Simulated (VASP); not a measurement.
Here is a VASP 6.6.1 calculation.

The input INCAR:

```
SYSTEM = CuO
PREC     = Accurate       ! precision mode
ENCUT    = 520            ! plane-wave cutoff, eV
EDIFF    = 1E-7           ! SCF threshold, eV
ISMEAR   = 0              ! smearing method
SIGMA    = 0.0126         ! smearing width, eV
LREAL    = .FALSE.        ! projectors in reciprocal space
LASPH    = .TRUE.         ! aspherical terms in the spheres
NELM     = 150            ! most SCF steps
ALGO     = Normal         ! electronic algorithm
ISIF     = 2              ! what is computed and relaxed
LWAVE    = .FALSE.        ! write WAVECAR
LCHARG   = .FALSE.        ! write CHGCAR
ISPIN    = 2              ! spin polarisation
MAGMOM   = 1 -1 -1 -1 0 0 0 0 ! initial moments
LORBIT   = 11             ! projections on sites
LMAXMIX  = 4              ! l up to which the mixer works
LDAU     = .TRUE.         ! DFT+U
LDAUTYPE = 1            
LDAUL    = 2 -1           ! shell
LDAUU    = 3.81 0         ! U, eV
LDAUJ    = 0.89 0       
LDAUPRINT= 1            
NBANDS   = 48             ! bands
```

File KPOINTS:

```
Automatic mesh
0
G
  4 6 4
  0 0 0
```

Contents of POSCAR:

```
CuO
1.0
   -3.1983835000     -1.7126615900      5.0647480500
   -2.3447462600      1.7126615900      0.0000000000
   -1.4911090300     -1.7126615900     -5.0647480500
Cu O
4 4
Direct
    0.7500000000      0.0000000000      0.7500000000
    0.2500000000      0.0000000000      0.2500000000
    0.7500000000      0.5000000000      0.2500000000
    0.2500000000      0.5000000000      0.7500000000
    0.9160500000      0.4179000000      0.6660500000
    0.4160500000      0.4179000000      0.1660500000
    0.5839500000      0.5821000000      0.8339500000
    0.0839500000      0.5821000000      0.3339500000
```

Potentials or basis: VASP PAW LDA potentials, release 64 (Cu, O).

Command:

```bash
$ cat potpaw_LDA.64/Cu/POTCAR potpaw_LDA.64/O/POTCAR > POTCAR
$ mpirun -np 1 vasp_std > vasp.out
```

Q: Predict the largest force.

A: 0.407 eV/Å.

Q: Predict the pressure.

A: -11.3 GPa.

Forces in eV/Å, atoms in the order of the input:
```
Cu   0.000  0.000  0.000
Cu   0.000  0.000  0.000
Cu   0.000  0.000  0.000
Cu   0.000  0.000  0.000
O   -0.024  0.316 -0.081
O    0.044  0.397  0.076
O    0.024 -0.316  0.081
O   -0.044 -0.397 -0.076
```

Caveat: the k points lie up to 0.38 Å⁻¹ apart; a moment this small can come from the mesh or the smearing.
